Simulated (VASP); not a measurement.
# GaN (Pmc2_1) in VASP: a series of runs

The runs below take GaN through single point, with PBE.

Everything below comes from runs of VASP 6.6.1. Logs are shortened: lines on timing, memory, paths and dates and some standing lists are left out, and cuts for length are marked.

### Step 1. The cell of the first run

It takes space group Pmc2_1 (No. 26, orthorhombic). Conventional cell: a = 3.219 Å, b = 5.575 Å, c = 5.243 Å, α = 90.00°, β = 90.00°, γ = 90.00°. Within 2.5 Å of Ga (site symmetry m) lie 4 N at 1.91 to 2.01 Å. Ga (site symmetry m) has 4 N at 1.90 to 2.00 Å within 2.5 Å. Within 2.5 Å of N (site symmetry m) lie 4 Ga at 1.91 to 2.01 Å. Within 2.5 Å of N (site symmetry m) lie 4 Ga at 1.90 to 1.98 Å.

### Step 2. Single point, PBE (mode 11 frozen in at -0.016 Å and mode 13 at -0.059 Å (largest displacements))

Input file INCAR:

```
  PREC = Accurate
  ENCUT = 520
  EDIFF = 1E-6
  ISMEAR = 0
  SIGMA = 0.05
  LREAL = F
  LASPH = T
  NELM = 80
  ALGO = Normal
  ISIF = 2
  LWAVE = F
  LCHARG = F
  GGA = PE
  NBANDS = 46
```

Input file KPOINTS:

```
regular mesh
0
Gamma
  8 6 6
```

Input file POSCAR:

```
GaN
1.0
   -3.2185392732      0.0000000000      0.0000000000
    0.0000000000      0.0000000000     -5.2433778863
    0.0000000001     -5.5746735474      0.0000000000
Ga N
4 4
Direct
    0.5000000000     -0.0002974336      0.1693483551
    0.0000000000     -0.0024815762      0.6639883077
    0.0000000000      0.4975184238      0.3360116923
    0.5000000000      0.4997025664      0.8306516449
    0.5000000000      0.6348768343      0.1671302624
    0.0000000000      0.6358247259      0.6662241729
    0.0000000000      0.1358247259      0.3337758271
    0.5000000000      0.1348768343      0.8328697376
```

Potentials or basis: VASP PAW PBE potentials, release 64 (Ga_d, N).

Run with:

```bash
$ cat potpaw_PBE.64/Ga_d/POTCAR potpaw_PBE.64/N/POTCAR > POTCAR
$ mpirun -np 1 vasp_std > vasp.out
```

OUTCAR:

```text
PREC = Accurate
   ENCUT = 520
   EDIFF = 1E-6
   ISMEAR = 0
   LREAL = F
   LASPH = T
   NELM = 80
   ISIF = 2
   GGA = PE

 ion  position               nearest neighbor table
   1  0.500  1.000  0.169-   5 1.91   7 1.98   7 1.98   8 2.01
   2  0.000  0.998  0.664-   6 1.90   7 1.98   8 2.00   8 2.00
   3  0.000  0.498  0.336-   7 1.90   6 1.98   5 2.00   5 2.00
   4  0.500  0.500  0.831-   8 1.91   6 1.98   6 1.98   5 2.01
   5  0.500  0.635  0.167-   1 1.91   3 2.00   3 2.00   4 2.01
   6  0.000  0.636  0.666-   2 1.90   3 1.98   4 1.98   4 1.98
   7  0.000  0.136  0.334-   3 1.90   2 1.98   1 1.98   1 1.98
   8  0.500  0.135  0.833-   4 1.91   2 2.00   2 2.00   1 2.01

  LATTYP: Found a simple orthorhombic cell.
 ALAT       =     3.2185392732
 B/A-ratio  =     1.6291172613
 C/A-ratio  =     1.7320508076

  Lattice vectors:

 A1 = (  -3.2185392732,   0.0000000000,   0.0000000000)
 A2 = (   0.0000000000,   0.0000000000,  -5.2433778863)
 A3 = (   0.0000000001,  -5.5746735474,   0.0000000000)

Analysis of symmetry for initial positions (statically):
=====================================================================
 Subroutine PRICEL returns:
 Original cell was already a primitive cell.

 Routine SETGRP: Setting up the symmetry group for a
 simple orthorhombic supercell.

 Subroutine GETGRP returns: Found  4 space group operations
 (whereof  2 operations were pure point group operations)
 out of a pool of  8 trial point group operations.

The static configuration has the point symmetry C_1h.
 The point group associated with its full space group is C_2v.

Analysis of symmetry for dynamics (positions and initial velocities):
=====================================================================
 Subroutine PRICEL returns:
 Original cell was already a primitive cell.

 Routine SETGRP: Setting up the symmetry group for a
 simple orthorhombic supercell.

 Subroutine GETGRP returns: Found  4 space group operations
 (whereof  2 operations were pure point group operations)
 out of a pool of  8 trial point group operations.

The dynamic configuration has the point symmetry C_1h.
 The point group associated with its full space group is C_2v.

 Subroutine INISYM returns: Found  4 space group operations
 (whereof  2 operations are pure point group operations),
 and found     1 'primitive' translations

----------------------------------------------------------------------------------------

                                     Primitive cell

  volume of cell :      94.0783

  direct lattice vectors                    reciprocal lattice vectors
    -3.218539273  0.000000000  0.000000000    -0.310699953 -0.000000000  0.000000000
     0.000000000  0.000000000 -5.243377886     0.000000000  0.000000000 -0.190716752
     0.000000000 -5.574673547  0.000000000     0.000000000 -0.179382701  0.000000000

  length of vectors
     3.218539273  5.243377886  5.574673547     0.310699953  0.190716752  0.179382701

  position of ions in fractional coordinates (direct lattice)
     0.500000000  0.999702566  0.169348355
     0.000000000  0.997518424  0.663988308
     0.000000000  0.497518424  0.336011692
     0.500000000  0.499702566  0.830651645
     0.500000000  0.634876834  0.167130262
     0.000000000  0.635824726  0.666224173
     0.000000000  0.135824726  0.333775827
     0.500000000  0.134876834  0.832869738

  ion indices of the primitive-cell ions
   primitive index   ion index
                 1           1
                 2           2
                 3           3
                 4           4
                 5           5
                 6           6
                 7           7
                 8           8

----------------------------------------------------------------------------------------

 KPOINTS: regular mesh

Automatic generation of k-mesh.
 Grid dimensions read from file:
 generate k-points for:    8    6    6

 Generating k-lattice:

  Cartesian coordinates                     Fractional coordinates (reciprocal lattice)
    -0.038837494 -0.000000000  0.000000000     0.125000000  0.000000000  0.000000000
     0.000000000  0.000000000 -0.031786125     0.000000000  0.166666667  0.000000000
     0.000000000 -0.029897117  0.000000000     0.000000000  0.000000000  0.166666667

  Length of vectors
     0.038837494  0.031786125  0.029897117

  Shift w.r.t. Gamma in fractional coordinates (k-lattice)
     0.000000000  0.000000000  0.000000000

 Subroutine IBZKPT returns following result:
 ===========================================

 Found     80 irreducible k-points:

 Following reciprocal coordinates:
            Coordinates               Weight
  0.000000  0.000000  0.000000      1.000000
  0.125000  0.000000  0.000000      2.000000
  0.250000  0.000000  0.000000      2.000000
  0.375000  0.000000 -0.000000      2.000000
  0.500000  0.000000  0.000000      1.000000
  0.000000  0.166667  0.000000      2.000000
[... 16 lines left out ...]
[... 28 lines left out ...]
   ISYM   =      2    0-nonsym 1-usesym 2-fastsym
   POTIM  = 0.5000    time-step for ionic-motion
   TEBEG  =    0.0;   TEEND  =   0.0 temperature during run
   PSTRESS=    0.0 pullay stress
   NELECT =      72.0000    total number of electrons
   NUPDOWN=      -1.0000    fix difference up-down
   EMIN   =  10.00;   EMAX   =-10.00  energy-range for DOS
   EFERMI =   0.00;   METHOD = LEGACY
   ISMEAR =     0;   SIGMA  =   0.05  broadening in eV -4-tet -1-fermi 0-gaus
   EFERMI_NEDOS =   21; number of points for ismear=-14 and -15
   IALGO  =     38    algorithm
   IMIX   =      4    mixing-type and parameters
     AMIX     =   0.40;   BMIX     =  1.00
     AMIX_MAG =   1.60;   BMIX_MAG =  1.00
  volume/ion in A,a.u.               =      11.76        79.36
  Fermi-wavevector in a.u.,A,eV,Ry     =   1.497462  2.829793 30.509608  2.242393
  Thomas-Fermi vector in A             =   2.609347
   LORBIT       =      0    0 simple, 1 ext, 2 COOP (PROOUT), +10 PAW based schemes
   GGA     = PE    functional components
   LHFCALC =     F    Hartree Fock is set to
   AEXX    =    0.0000 exact exchange contribution
   IVDW    =     0    specifies the selected vdW correction
   LEPSILON=     F    determine dielectric tensor
   LRPA    =     F    only Hartree local field effects (RPA)
 non-spin polarized calculation
 Gauss-broadening in eV      SIGMA  =   0.05
  energy-cutoff  :      520.00
  volume of cell :       94.08
 maximum number of plane-waves:      2568
 NGX is ok and might be reduce to    24
   NGX = 11   NGY = 19   NGZ = 21

 number of electron      71.9999996 magnetization

 Free energy of the ion-electron system (eV)
  ---------------------------------------------------
  ext. energy  EPLUGINS =         0.00000000
  ---------------------------------------------------
  free energy    TOTEN  =       -48.52382801 eV

  energy without entropy =      -48.52382801  energy(sigma->0) =      -48.52382801

 E-fermi :   5.2850     XC(G=0): -11.5162

 val. band max:        5.0844546175   @ k =   0.0000   0.0000   0.0000
 cond. band min:       6.7064383819   @ k =   0.0000   0.0000   0.0000
 fundamental gap:      1.6219837643
 Fermi energy:         5.2850458165

 k-point     1 :       0.0000    0.0000    0.0000
  band No.  band energies     occupation
      1     -10.7536      2.00000
      2      -9.9982      2.00000
      3      -9.8271      2.00000
      4      -9.7631      2.00000
      5      -8.4392      2.00000
      6      -8.4001      2.00000
[... 38 lines left out ...]
     45      14.7408      0.00000
     46      14.8740      0.00000

 k-point     2 :       0.1250    0.0000    0.0000
  band No.  band energies     occupation
      1     -10.6508      2.00000
      2      -9.9722      2.00000
      3      -9.8052      2.00000
      4      -9.7651      2.00000
      5      -8.4252      2.00000
      6      -8.3871      2.00000
[... 38 lines left out ...]
     45      14.6055      0.00000
     46      15.0552      0.00000

 k-point     3 :       0.2500    0.0000    0.0000
  band No.  band energies     occupation
      1     -10.3960      2.00000
      2      -9.9161      2.00000
      3      -9.7760      2.00000
      4      -9.7587      2.00000
      5      -8.4105      2.00000
      6      -8.3915      2.00000
[... 1018 lines left out ...]
     45      14.5126      0.00000
     46      15.0354      0.00000

 k-point    24 :       0.3750    0.0000    0.1667
  band No.  band energies     occupation
      1     -10.1193      2.00000
      2      -9.8783      2.00000
      3      -9.8092      2.00000
      4      -9.7170      2.00000
      5      -8.4066      2.00000
      6      -8.3627      2.00000
[... 38 lines left out ...]
     45      14.5253      0.00000
     46      14.6865      0.00000

 [... further k-points ...]
[... 5 lines left out ...]
  --------------------------------------------------------------------------------------
  -------------------------------------------------------------------------------------
  Total       -1.1460384     -1.1529641      3.1840460      0.0000000      0.0000000      0.0000000
  in kB      -19.5173276    -19.6352740     54.2251172      0.0000000      0.0000000      0.0000000
  external PRESSURE =       5.0241719 kB  Pullay stress =       0.0000000 kB

 VOLUME and BASIS-vectors are now :
 -----------------------------------------------------------------------------
  energy-cutoff  :      520.00
  volume of cell :       94.08
      direct lattice vectors                 reciprocal lattice vectors
    -3.218539273  0.000000000  0.000000000    -0.310699953 -0.000000000  0.000000000
     0.000000000  0.000000000 -5.243377886     0.000000000  0.000000000 -0.190716752
     0.000000000 -5.574673547  0.000000000     0.000000000 -0.179382701  0.000000000

 POSITION                                       TOTAL-FORCE (eV/Angst)
 -----------------------------------------------------------------------------------
     -1.60927     -0.94406     -5.24182        -0.000000      0.314814     -0.732505
      0.00000     -3.70152     -5.23037         0.000000     -0.318280     -1.071079
      0.00000     -1.87316     -2.60868        -0.000000      0.318280     -1.071079
     -1.60927     -4.63061     -2.62013         0.000000     -0.314814     -0.732505
     -1.60927     -0.93170     -3.32890         0.000000     -0.000698      0.850097
      0.00000     -3.71398     -3.33387         0.000000     -0.006744      0.953487
      0.00000     -1.86069     -0.71218        -0.000000      0.006744      0.953487
     -1.60927     -4.64298     -0.70721        -0.000000      0.000698      0.850097
 -----------------------------------------------------------------------------------
    total drift:                               -0.000000      0.000029      0.000070

  FREE ENERGIE OF THE ION-ELECTRON SYSTEM (eV)
  ---------------------------------------------------
  free  energy   TOTEN  =       -48.5238280096 eV

  energy  without entropy=      -48.5238280096  energy(sigma->0) =      -48.52382801
```

Wall time 2.6 min (1 thread of Intel Xeon 6975P-C (Granite Rapids), shared host); peak memory 0.36 GiB.

What came out:

```
Free energy            : -48.5238 eV
Pressure               : 0.5 GPa
Largest force          : 1.117 eV/Å
Band gap on the k mesh : 1.62 eV
```

Forces in eV/Å, atoms in the order of the input:
```
Ga   0.000  0.315 -0.733
Ga   0.000 -0.318 -1.071
Ga   0.000  0.318 -1.071
Ga   0.000 -0.315 -0.733
N    0.000 -0.001  0.850
N    0.000 -0.007  0.953
N    0.000  0.007  0.953
N    0.000  0.001  0.850
```

Levels at points of the mesh, in eV from the valence-band top:
```csv
k point,band 34,band 35,band 36,band 37,band 38,band 39
"(0.00, 0.00, 0.00)",-0.29,0.00,0.00,1.62,4.12,4.96
"(0.50, 0.00, 0.00)",-2.05,-1.90,-1.88,5.30,5.47,6.32
"(0.00, 0.50, 0.00)",-0.55,-0.55,-0.55,3.98,3.98,4.17
"(0.50, 0.50, 0.00)",-1.83,-1.71,-1.71,5.55,5.55,5.64
"(0.00, 0.00, 0.50)",-0.93,-0.45,-0.39,4.01,4.08,5.75
"(0.50, 0.00, 0.50)",-2.37,-0.88,-0.83,4.88,5.03,5.26
"(0.00, 0.50, 0.50)",-1.34,-1.15,-1.15,4.92,4.92,5.02
"(0.50, 0.50, 0.50)",-1.87,-1.80,-1.80,4.09,4.09,4.23
```

Caveat: the cell differs from its parent crystal (mode 11 frozen in at -0.016 Å and mode 13 at -0.059 Å (largest displacements)); forces of over 1 eV/Å act on the atoms, so gaps and moduli don't describe the material at rest.

### Step 3. Single point, PBE (mode 11 frozen in at -0.032 Å and mode 13 at -0.098 Å (largest displacements))

Input file INCAR:

```
SYSTEM = GaN
  PREC = Accurate
  ENCUT = 520
  EDIFF = 1E-7
  ISMEAR = 0
  SIGMA = 0.05
  LREAL = .False.
  LASPH = .True.
  NELM = 100
  ALGO = Normal
  ISIF = 2
  LWAVE = .False.
  LCHARG = .True.
  GGA = PE
  LELF = .True.
  LVHAR = .True.
  NBANDS = 46
```

Input file KPOINTS:

```
regular mesh
0
Gamma
  8 6 6
  0 0 0
```

Input file POSCAR:

```
GaN
1.0
   -3.2185392732      0.0000000000      0.0000000000
    0.0000000000      0.0000000000     -5.2433778863
    0.0000000001     -5.5746735474      0.0000000000
Ga N
4 4
Direct
    0.5000000000     -0.0007072717      0.1720294886
    0.0000000000     -0.0050755570      0.6613093937
    0.0000000000      0.4949244430      0.3386906063
    0.5000000000      0.4992927283      0.8279705114
    0.5000000000      0.6418789814      0.1675903411
    0.0000000000      0.6437747647      0.6657781621
    0.0000000000      0.1437747647      0.3342218379
    0.5000000000      0.1418789814      0.8324096589
```

Potentials or basis: VASP PAW PBE potentials, release 64 (Ga_d, N).

Run with:

```bash
$ cat potpaw_PBE.64/Ga_d/POTCAR potpaw_PBE.64/N/POTCAR > POTCAR
$ mpirun -np 1 vasp_std > vasp.out
```

Run time: 5.6 min. Hardware: 1 thread of Intel Xeon Platinum 8259CL at 2.50GHz (Skylake/Cascade Lake), shared host; peak memory 0.37 GiB.

It converged, with:

```yaml
Free_energy: -48.2475 eV
Pressure: 1.5 GPa
Largest_force: 2.176 eV/Å
Band_gap_on_the_k_mesh: 1.55 eV
```

Forces on the atoms (eV/Å):
```
Ga   0.000  0.586 -1.294
Ga   0.000 -0.596 -2.093
Ga   0.000  0.596 -2.093
Ga   0.000 -0.586 -1.294
N    0.000 -0.015  1.522
N    0.000 -0.016  1.865
N    0.000  0.016  1.865
N    0.000  0.015  1.522
```

Stress tensor (GPa, compression positive):
```
-3.09  0.00  0.00
 0.00 -3.11  0.00
 0.00  0.00 10.79
```

Levels at points of the mesh, in eV from the valence-band top:
| k point | band 32 | band 33 | band 34 | band 35 | band 36 | band 37 | band 38 | band 39 | band 40 | band 41 |
| --- | --- | --- | --- | --- | --- | --- | --- | --- | --- | --- |
| (0.00, 0.00, 0.00) | -1.12 | -0.72 | -0.47 | -0.01 | 0.00 | 1.55 | 4.16 | 4.93 | 5.24 | 5.62 |
| (0.50, 0.00, 0.00) | -3.71 | -2.44 | -2.17 | -1.83 | -1.79 | 4.96 | 5.31 | 6.23 | 6.36 | 7.35 |
| (0.00, 0.50, 0.00) | -1.86 | -0.58 | -0.58 | -0.56 | -0.56 | 3.89 | 3.89 | 4.08 | 4.08 | 7.62 |
| (0.50, 0.50, 0.00) | -3.21 | -1.99 | -1.99 | -1.77 | -1.77 | 5.39 | 5.39 | 5.58 | 5.58 | 7.46 |
| (0.00, 0.00, 0.50) | -1.93 | -1.18 | -1.08 | -0.43 | -0.31 | 3.94 | 4.06 | 5.74 | 5.77 | 6.83 |
| (0.50, 0.00, 0.50) | -2.65 | -2.64 | -2.51 | -0.84 | -0.75 | 4.78 | 5.08 | 5.16 | 5.31 | 5.49 |
| (0.00, 0.50, 0.50) | -2.08 | -1.44 | -1.44 | -1.07 | -1.07 | 4.77 | 4.77 | 4.98 | 4.98 | 7.33 |
| (0.50, 0.50, 0.50) | -2.08 | -1.87 | -1.87 | -1.76 | -1.76 | 3.90 | 3.90 | 4.18 | 4.18 | 7.54 |

Caveat: the cell differs from its parent crystal (mode 11 frozen in at -0.032 Å and mode 13 at -0.098 Å (largest displacements)); forces of over 1 eV/Å act on the atoms, so gaps and moduli don't describe the material at rest.

### Step 4. Single point, PBE (mode 11 frozen in at -0.048 Å and mode 13 at -0.078 Å (largest displacements))

Input file INCAR:

```
PREC     = Accurate       # precision mode
ENCUT    = 520            # plane-wave cutoff, eV
EDIFF    = 1E-6           # SCF threshold, eV
ISMEAR   = 0              # smearing method
SIGMA    = 0.05           # smearing width, eV
LREAL    = F              # projectors in reciprocal space
LASPH    = T              # aspherical terms in the spheres
NELM     = 100            # most SCF steps
ALGO     = Normal         # electronic algorithm
ISIF     = 2              # what is computed and relaxed
LWAVE    = F              # write WAVECAR
LCHARG   = F              # write CHGCAR
GGA      = PE             # functional
NBANDS   = 46             # bands
```

Input file KPOINTS:

```
Automatic mesh
0
Gamma
  8 6 6
```

Input file POSCAR:

```
GaN
1.0
   -3.2185392732      0.0000000000      0.0000000000
    0.0000000000      0.0000000000     -5.2433778863
    0.0000000001     -5.5746735474      0.0000000000
Ga N
4 4
Direct
    0.5000000000      0.0011357543      0.1747089575
    0.0000000000     -0.0054166736      0.6586288151
    0.0000000000      0.4945833264      0.3413711849
    0.5000000000      0.5011357543      0.8252910425
    0.5000000000      0.6376669892      0.1680398689
    0.0000000000      0.6405106640      0.6653216004
    0.0000000000      0.1405106640      0.3346783996
    0.5000000000      0.1376669892      0.8319601311
```

Run with:

```bash
$ cat potpaw_PBE.64/Ga_d/POTCAR potpaw_PBE.64/N/POTCAR > POTCAR
$ mpirun -np 1 vasp_std > vasp.out
```

It took 4.5 min on 1 thread of Intel Xeon Platinum 8259CL at 2.50GHz (Skylake/Cascade Lake), shared host; peak memory 0.36 GiB.

It converged, with:

- Free energy: -48.3289 eV
- Pressure: 1.1 GPa
- Largest force: 2.047 eV/Å
- Band gap on the k mesh: 1.56 eV

Forces on the atoms (eV/Å):
```
Ga   0.000  0.902 -0.722
Ga   0.000 -0.934 -1.821
Ga   0.000  0.934 -1.821
Ga   0.000 -0.902 -0.722
N    0.000 -0.031  1.069
N    0.000 -0.043  1.475
N    0.000  0.043  1.475
N    0.000  0.031  1.069
```

Stress tensor (GPa, compression positive):
```
-2.34  0.00  0.00
 0.00 -2.36  0.00
 0.00  0.00  8.12
```

Levels at points of the mesh, in eV from the valence-band top:
```tsv
k point	band 32	band 33	band 34	band 35	band 36	band 37	band 38	band 39	band 40	band 41
(0.00, 0.00, 0.00)	-1.11	-0.68	-0.39	-0.02	0.00	1.56	4.10	4.93	5.25	5.67
(0.50, 0.00, 0.00)	-3.67	-2.43	-2.03	-1.89	-1.83	4.97	5.50	6.20	6.38	7.34
(0.00, 0.50, 0.00)	-1.92	-0.58	-0.58	-0.53	-0.53	3.87	3.87	4.14	4.14	7.60
(0.50, 0.50, 0.00)	-3.21	-2.01	-2.01	-1.68	-1.68	5.37	5.37	5.66	5.66	7.46
(0.00, 0.00, 0.50)	-1.92	-1.13	-0.99	-0.48	-0.30	3.90	4.08	5.71	5.77	6.85
(0.50, 0.00, 0.50)	-2.61	-2.60	-2.39	-0.91	-0.77	4.69	5.12	5.15	5.35	5.48
(0.00, 0.50, 0.50)	-2.02	-1.56	-1.56	-0.99	-0.99	4.74	4.74	5.06	5.06	7.29
(0.50, 0.50, 0.50)	-2.00	-1.91	-1.91	-1.72	-1.72	3.87	3.87	4.29	4.29	7.47
```

Caveat: the cell differs from its parent crystal (mode 11 frozen in at -0.048 Å and mode 13 at -0.078 Å (largest displacements)); forces of over 1 eV/Å act on the atoms, so gaps and moduli don't describe the material at rest.
